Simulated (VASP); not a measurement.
# Sn4Se5 in VASP: further runs, part 2 of 2

VASP 6.6.1. Earlier steps stand in the parts before.

## (3) Single point, PBE

This run uses another cell than the first one.

INCAR

```
SYSTEM = Sn4Se5
PREC = Accurate
ENCUT = 520
EDIFF = 1E-6
ISMEAR = 0
SIGMA = 0.05
LREAL = .FALSE.
LASPH = .TRUE.
NELM = 100
ALGO = Normal
ISIF = 2
LWAVE = .FALSE.
LCHARG = .FALSE.
LDIPOL = .TRUE.
IDIPOL = 3
DIPOL = 0.5 0.5 0.500
GGA = PE
NBANDS = 53
```

KPOINTS

```
Automatic mesh
0
G
  9 9 1
  0 0 0
```

POSCAR

```
Sn4Se5
1.0
    4.2862138071      0.0000000000      0.0000000000
   -2.1431069035      3.7119700430      0.0000000000
    0.0000000000      0.0000000000     28.9987156744
Se Sn
5 4
Direct
    0.3333333333      0.6666666667      0.2586321437
    0.0000000000      0.0000000000      0.3793160719
    0.6666666667      0.3333333333      0.5000000000
    0.3333333333      0.6666666667      0.6206839281
    0.0000000000      0.0000000000      0.7413678563
    0.6666666667      0.3333333333      0.3189741078
    0.3333333333      0.6666666667      0.4396580359
    0.0000000000      0.0000000000      0.5603419641
    0.6666666667      0.3333333333      0.6810258922
```

Potentials or basis: VASP PAW PBE potentials, release 64 (Se, Sn_d).

Launch:

```console
$ cat potpaw_PBE.64/Se/POTCAR potpaw_PBE.64/Sn_d/POTCAR > POTCAR
$ mpirun -np 1 vasp_std > vasp.out
```

OUTCAR:

```text
SYSTEM = Sn4Se5
   PREC = Accurate
   ENCUT = 520
   EDIFF = 1E-6
   ISMEAR = 0
   LREAL = .FALSE.
   LASPH = .TRUE.
   NELM = 100
   ISIF = 2
   GGA = PE

 ion  position               nearest neighbor table
   1  0.333  0.667  0.259-   6 3.03   6 3.03   6 3.03
   2  0.000  0.000  0.379-   7 3.03   7 3.03   7 3.03   6 3.03   6 3.03   6 3.03
   3  0.667  0.333  0.500-   8 3.03   7 3.03   7 3.03   8 3.03   8 3.03   7 3.03
   4  0.333  0.667  0.621-   8 3.03   8 3.03   8 3.03   9 3.03   9 3.03   9 3.03
   5  0.000  0.000  0.741-   9 3.03   9 3.03   9 3.03
   6  0.667  0.333  0.319-   2 3.03   1 3.03   1 3.03   2 3.03   2 3.03   1 3.03
   7  0.333  0.667  0.440-   2 3.03   2 3.03   2 3.03   3 3.03   3 3.03   3 3.03
   8  0.000  0.000  0.560-   4 3.03   4 3.03   4 3.03   3 3.03   3 3.03   3 3.03
   9  0.667  0.333  0.681-   5 3.03   4 3.03   4 3.03   5 3.03   5 3.03   4 3.03

  LATTYP: Found a hexagonal cell.
 ALAT       =     4.2862138071
 C/A-ratio  =     6.7655784288

  Lattice vectors:

 A1 = (   4.2862138071,   0.0000000000,   0.0000000000)
 A2 = (  -2.1431069035,   3.7119700430,   0.0000000000)
 A3 = (   0.0000000000,   0.0000000000,  28.9987156744)

[... 856 lines left out ...]
     52       4.0904      0.00000
     53       4.1963      0.00000

------------------------ aborting loop because EDIFF is reached ----------------------------------------

 vacuum level on the upper side and lower side of the slab       (xc-potential included)        -0.148        -0.148

  FORCE on cell =-STRESS in cart. coord.  units (eV):
  Direction    XX          YY          ZZ          XY          YZ          ZX
  --------------------------------------------------------------------------------------
  -------------------------------------------------------------------------------------
  Total       -6.3074409     -6.3074409     -5.8828762     -0.0000000     -0.0000000     -0.0000000
  in kB      -21.9031571    -21.9031571    -20.4288177     -0.0000000     -0.0000000     -0.0000000
  external PRESSURE =     -21.4117106 kB  Pullay stress =       0.0000000 kB

 VOLUME and BASIS-vectors are now :
 -----------------------------------------------------------------------------
  energy-cutoff  :      520.00
  volume of cell :      461.38
      direct lattice vectors                 reciprocal lattice vectors
     4.286213807  0.000000000  0.000000000     0.233306140  0.134699363  0.000000000
    -2.143106904  3.711970043  0.000000000     0.000000000  0.269398726  0.000000000
     0.000000000  0.000000000 28.998715674     0.000000000  0.000000000  0.034484286

 POSITION                                       TOTAL-FORCE (eV/Angst)
 -----------------------------------------------------------------------------------
     -0.00000      2.47465      7.50000         0.000000      0.000000      1.622163
      0.00000      0.00000     10.99968         0.000000     -0.000000      0.554087
      2.14311      1.23732     14.49936         0.000000     -0.000000      0.000000
     -0.00000      2.47465     17.99904        -0.000000      0.000000     -0.554087
      0.00000      0.00000     21.49872        -0.000000     -0.000000     -1.622163
      2.14311      1.23732      9.24984        -0.000000      0.000000     -1.894997
     -0.00000      2.47465     12.74952        -0.000000      0.000000     -0.240866
      0.00000      0.00000     16.24920         0.000000     -0.000000      0.240866
      2.14311      1.23732     19.74888         0.000000     -0.000000      1.894997
 -----------------------------------------------------------------------------------
    total drift:                                0.000000      0.000000     -0.000164

  FREE ENERGIE OF THE ION-ELECTRON SYSTEM (eV)
  ---------------------------------------------------
  free  energy   TOTEN  =       -35.4134004679 eV

  energy  without entropy=      -35.4056571836  energy(sigma->0) =      -35.40952883

 vacuum level on the upper side and lower side of the slab         5.668         5.668
```

OSZICAR:

```text
N       E                     dE             d eps       ncg     rms          rms(c)
DAV:   1     0.820774210524E+03    0.82077E+03   -0.38319E+04  1360   0.161E+03
DAV:   2     0.875816653831E+02   -0.73319E+03   -0.71558E+03  1424   0.391E+02
DAV:   3    -0.282759994973E+02   -0.11586E+03   -0.11402E+03  1488   0.173E+02
DAV:   4    -0.362396964945E+02   -0.79637E+01   -0.78626E+01  1451   0.453E+01
[... 14 lines left out ...]
DAV:  19    -0.354133865444E+02   -0.17385E-04   -0.55911E-07   987   0.232E-03    0.567E-04
DAV:  20    -0.354133914233E+02   -0.48789E-05   -0.54719E-08   840   0.110E-03    0.493E-04
DAV:  21    -0.354133967594E+02   -0.53362E-05   -0.77822E-08   854   0.743E-04    0.260E-04
DAV:  22    -0.354133997621E+02   -0.30027E-05   -0.85523E-08   849   0.622E-04    0.215E-04
DAV:  23    -0.354134004679E+02   -0.70583E-06   -0.17772E-08   786   0.534E-04
   1 F= -.35413400E+02 E0= -.35409529E+02  d E =-.774328E-02
```

stdout:

```text
POSCAR found type information on POSCAR SeSn
 POSCAR found :  2 types and       9 ions
 scaLAPACK will be used
 LDA part: xc-table for (Slater+PW92), standard interpolation
 POSCAR, INCAR and KPOINTS ok, starting setup
 FFT: planning ... GRIDC
 FFT: planning ... GRID_SOFT
 FFT: planning ... GRID
 WAVECAR not read
 entering main loop
```

Run time: 16 min. Hardware: 1 thread of AMD EPYC 7R13, shared host; peak memory 0.64 GiB.

Results:

| Property | Result |
| --- | --- |
| Free energy | -35.4134 eV |
| Largest force | 1.895 eV/Å |
| Band gap on the k mesh | zero (bands 43 and 44 overlap by 0.08 eV) |

Forces on the atoms (eV/Å):
```
Se   0.000  0.000  1.622
Se   0.000  0.000  0.554
Se   0.000  0.000  0.000
Se   0.000  0.000 -0.554
Se   0.000  0.000 -1.622
Sn   0.000  0.000 -1.895
Sn   0.000  0.000 -0.241
Sn   0.000  0.000  0.241
Sn   0.000  0.000  1.895
```

Caveat: spin-orbit coupling is left out, which moves the levels of the heavy elements.

## (4) Single point, PBE

This run uses another cell than the first one.

INCAR

```
  ALGO = Normal
  DIPOL = 0.5 0.5 0.500
  EDIFF = 1E-7
  ENCUT = 520
  GGA = PE
  IDIPOL = 3
  ISIF = 2
  ISMEAR = 0
  LASPH = True
  LCHARG = False
  LDIPOL = True
  LREAL = False
  LWAVE = False
  NBANDS = 53
  NELM = 60
  PREC = Accurate
  SIGMA = 0.05
```

KPOINTS

```
k-points
0
Gamma
  9 9 1
```

POSCAR

```
Sn4Se5
1.0
    4.2862138071      0.0000000000      0.0000000000
   -2.1431069035      3.7119700430      0.0000000000
    0.0000000000      0.0000000000     28.9987156744
Se Sn
5 4
Direct
    0.3333333333      0.6666666667      0.2714649271
    0.0000000000      0.0000000000      0.3885667003
    0.6666666667      0.3333333333      0.5000000076
    0.3333333333      0.6666666667      0.6114333056
    0.0000000000      0.0000000000      0.7285350641
    0.6666666667      0.3333333333      0.3183222902
    0.3333333333      0.6666666667      0.4405434946
    0.0000000000      0.0000000000      0.5594565072
    0.6666666667      0.3333333333      0.6816777034
```

Potentials or basis: VASP PAW PBE potentials, release 64 (Se, Sn_d).

Launch:

```console
$ cat potpaw_PBE.64/Se/POTCAR potpaw_PBE.64/Sn_d/POTCAR > POTCAR
$ mpirun -np 1 vasp_std > vasp.out
```

OUTCAR:

```text
EDIFF = 1E-7
   ENCUT = 520
   GGA = PE
   ISIF = 2
   ISMEAR = 0
   LASPH = True
   LREAL = False
   NELM = 60
   PREC = Accurate

 ion  position               nearest neighbor table
   1  0.333  0.667  0.271-   6 2.82   6 2.82   6 2.82
   2  0.000  0.000  0.389-   7 2.90   7 2.90   7 2.90   6 3.21   6 3.21   6 3.21
   3  0.667  0.333  0.500-   8 3.02   8 3.02   8 3.02   7 3.02   7 3.02   7 3.02
   4  0.333  0.667  0.611-   8 2.90   8 2.90   8 2.90   9 3.21   9 3.21   9 3.21
   5  0.000  0.000  0.729-   9 2.82   9 2.82   9 2.82
   6  0.667  0.333  0.318-   1 2.82   1 2.82   1 2.82   2 3.21   2 3.21   2 3.21
   7  0.333  0.667  0.441-   2 2.90   2 2.90   2 2.90   3 3.02   3 3.02   3 3.02
   8  0.000  0.000  0.559-   4 2.90   4 2.90   4 2.90   3 3.02   3 3.02   3 3.02
   9  0.667  0.333  0.682-   5 2.82   5 2.82   5 2.82   4 3.21   4 3.21   4 3.21

  LATTYP: Found a hexagonal cell.
 ALAT       =     4.2862138071
 C/A-ratio  =     6.7655784288

  Lattice vectors:

 A1 = (   4.2862138071,   0.0000000000,   0.0000000000)
 A2 = (  -2.1431069035,   3.7119700430,   0.0000000000)
 A3 = (   0.0000000000,   0.0000000000,  28.9987156744)

Analysis of symmetry for initial positions (statically):
=====================================================================
 Subroutine PRICEL returns:
 Original cell was already a primitive cell.

 Routine SETGRP: Setting up the symmetry group for a
 hexagonal supercell.

 Subroutine GETGRP returns: Found 12 space group operations
 (whereof  6 operations were pure point group operations)
 out of a pool of 24 trial point group operations.

The static configuration has the point symmetry C_3v.
 The point group associated with its full space group is D_3d.

Analysis of symmetry for dynamics (positions and initial velocities):
=====================================================================
 Subroutine PRICEL returns:
 Original cell was already a primitive cell.

 Routine SETGRP: Setting up the symmetry group for a
 hexagonal supercell.

 Subroutine GETGRP returns: Found 12 space group operations
[... 141 lines left out ...]
 NGX is ok and might be reduce to    32
   NGX = 15   NGY = 15   NGZ =107

 dipolmoment           0.000000      0.000000      0.000000 electrons x Angstroem

 number of electron      85.9999986 magnetization

 dipolmoment           0.000000      0.000000     -0.000000 electrons x Angstroem

 Free energy of the ion-electron system (eV)
  ---------------------------------------------------
  ext. energy  EPLUGINS =         0.00000000
  ---------------------------------------------------
  free energy    TOTEN  =       -36.20301886 eV

  energy without entropy =      -36.19875930  energy(sigma->0) =      -36.20088908

 E-fermi :   0.0269     XC(G=0):  -5.5005

 val. band max:        0.0042567579   @ k =   0.1111   0.1111   0.0000
 cond. band min:       0.1224506760   @ k =   0.1111   0.0000   0.0000
 fundamental gap:      0.1181939181
 Fermi energy:         0.0268627519

 k-point     1 :       0.0000    0.0000    0.0000
  band No.  band energies     occupation
      1     -21.4336      2.00000
      2     -21.4336      2.00000
      3     -21.4299      2.00000
      4     -21.4299      2.00000
      5     -21.4276      2.00000
      6     -21.4266      2.00000
[... 661 lines left out ...]
     52       4.4318      0.00000
     53       4.5762      0.00000

------------------------ aborting loop because EDIFF is reached ----------------------------------------

 vacuum level on the upper side and lower side of the slab       (xc-potential included)        -0.072        -0.073

  FORCE on cell =-STRESS in cart. coord.  units (eV):
  Direction    XX          YY          ZZ          XY          YZ          ZX
  --------------------------------------------------------------------------------------
  -------------------------------------------------------------------------------------
  Total       -3.1052138     -3.1052138      0.0304626     -0.0000000      0.0000000      0.0000000
  in kB      -10.7831348    -10.7831348      0.1057841     -0.0000000      0.0000000      0.0000000
  external PRESSURE =      -7.1534952 kB  Pullay stress =       0.0000000 kB

 VOLUME and BASIS-vectors are now :
 -----------------------------------------------------------------------------
  energy-cutoff  :      520.00
  volume of cell :      461.38
      direct lattice vectors                 reciprocal lattice vectors
     4.286213807  0.000000000  0.000000000     0.233306140  0.134699363  0.000000000
    -2.143106904  3.711970043  0.000000000     0.000000000  0.269398726  0.000000000
     0.000000000  0.000000000 28.998715674     0.000000000  0.000000000  0.034484286

 POSITION                                       TOTAL-FORCE (eV/Angst)
 -----------------------------------------------------------------------------------
     -0.00000      2.47465      7.87213         0.000000     -0.000000     -0.003286
      0.00000      0.00000     11.26794        -0.000000      0.000000     -0.005230
      2.14311      1.23732     14.49936         0.000000     -0.000000      0.000000
     -0.00000      2.47465     17.73078         0.000000     -0.000000      0.005230
      0.00000      0.00000     21.12658         0.000000      0.000000      0.003286
      2.14311      1.23732      9.23094         0.000000     -0.000000      0.004173
     -0.00000      2.47465     12.77520         0.000000      0.000000     -0.013177
      0.00000      0.00000     16.22352        -0.000000     -0.000000      0.013177
      2.14311      1.23732     19.76778        -0.000000      0.000000     -0.004173
 -----------------------------------------------------------------------------------
    total drift:                               -0.000000     -0.000000      0.000083

  FREE ENERGIE OF THE ION-ELECTRON SYSTEM (eV)
  ---------------------------------------------------
  free  energy   TOTEN  =       -36.2030188593 eV

  energy  without entropy=      -36.1987593043  energy(sigma->0) =      -36.20088908

 vacuum level on the upper side and lower side of the slab         5.496         5.496
```

Wall time 17 min (1 thread of AMD EPYC 7R13, shared host); peak memory 0.63 GiB.

Results:

```yaml
Free_energy: -36.2030 eV
Largest_force: 0.013 eV/Å
Band_gap_on_the_k_mesh: zero (bands 43 and 44 overlap by 0.10 eV)
```

Forces on the atoms (eV/Å):
```
Se   0.000  0.000 -0.003
Se   0.000  0.000 -0.005
Se   0.000  0.000  0.000
Se   0.000  0.000  0.005
Se   0.000  0.000  0.003
Sn   0.000  0.000  0.004
Sn   0.000  0.000 -0.013
Sn   0.000  0.000  0.013
Sn   0.000  0.000 -0.004
```

Levels at points of the mesh, in eV from the Fermi level:
```csv
k point,band 41,band 42,band 43,band 44,band 45,band 46
"(0.00, 0.00, 0.00)",-1.01,-0.57,-0.26,-0.11,0.42,1.79
```

Caveat: spin-orbit coupling is left out, which moves the levels of the heavy elements.

## (5) Single point, PBE

This run uses another cell than the first one.

INCAR

```
PREC = Accurate
ENCUT = 520
EDIFF = 1E-7
ISMEAR = 0
SIGMA = 0.05
LREAL = False
LASPH = True
NELM = 100
ALGO = Normal
ISIF = 2
LWAVE = False
LCHARG = False
LDIPOL = True
IDIPOL = 3
DIPOL = 0.5 0.5 0.500
GGA = PE
NBANDS = 53
```

KPOINTS

```
Automatic mesh
0
Gamma
  9 9 1
```

POSCAR

```
Sn4Se5
1.0
    4.2862138071      0.0000000000      0.0000000000
   -2.1431069035      3.7119700430      0.0000000000
    0.0000000000      0.0000000000     28.9987156744
Se Sn
5 4
Direct
    0.3333333333      0.6666666667      0.2586321437
    0.0000000000      0.0000000000      0.3793160719
    0.6666666667      0.3333333333      0.5000000000
    0.3333333333      0.6666666667      0.6206839281
    0.0000000000      0.0000000000      0.7413678563
    0.6666666667      0.3333333333      0.3189741078
    0.3333333333      0.6666666667      0.4396580359
    0.0000000000      0.0000000000      0.5603419641
    0.6666666667      0.3333333333      0.6810258922
```

Launch:

```console
$ cat potpaw_PBE.64/Se/POTCAR potpaw_PBE.64/Sn_d/POTCAR > POTCAR
$ mpirun -np 1 vasp_std > vasp.out
```

Wall time 17 min (1 thread of AMD EPYC 7R13, shared host); peak memory 0.63 GiB.

It converged, with:

| Item | Value |
| --- | --- |
| Free energy | -35.4134 eV |
| Largest force | 1.895 eV/Å |
| Band gap on the k mesh | zero (bands 43 and 44 overlap by 0.08 eV) |

Forces in eV/Å, atoms in the order of the input:
```
Se   0.000  0.000  1.622
Se   0.000  0.000  0.554
Se   0.000  0.000  0.000
Se   0.000  0.000 -0.554
Se   0.000  0.000 -1.622
Sn   0.000  0.000 -1.895
Sn   0.000  0.000 -0.241
Sn   0.000  0.000  0.241
Sn   0.000  0.000  1.895
```

Levels at points of the mesh, in eV from the Fermi level:
```tsv
k point	band 39	band 40	band 41	band 42	band 43	band 44	band 45	band 46	band 47	band 48
(0.00, 0.00, 0.00)	-0.44	-0.44	-0.44	-0.44	-0.21	0.50	0.89	1.65	1.65	1.75
```

Caveat: spin-orbit coupling is left out, which moves the levels of the heavy elements.

## (6) Summary

| cell | gap on the mesh (eV) | largest force (eV/Å) |
| --- | --- | --- |
| a = 4.286, b = 4.286, c = 20.999 Å, angles 90.0, 90.0, 120.0°, 9 atoms, atomic positions A | none | 1.90 |
| a = 4.286, b = 4.286, c = 28.999 Å, angles 90.0, 90.0, 120.0°, 9 atoms, atomic positions A | none | 1.89 |
| a = 4.286, b = 4.286, c = 28.999 Å, angles 90.0, 90.0, 120.0°, 9 atoms, atomic positions B | none | 0.01 |

Alike in all rows: task single point; level PBE; potentials or basis VASP PAW PBE potentials, release 64 (Se, Sn_d); no spin polarisation; k mesh 9 × 9 × 1; cutoff (eV) 520; smearing gaussian 0.05 eV.

Caveats: spin-orbit coupling is left out, which moves the levels of the heavy elements.

Absolute energies hang on the potentials; compare differences alone.

The gap in the log of VASP goes by the Fermi energy; the results here count the filled bands.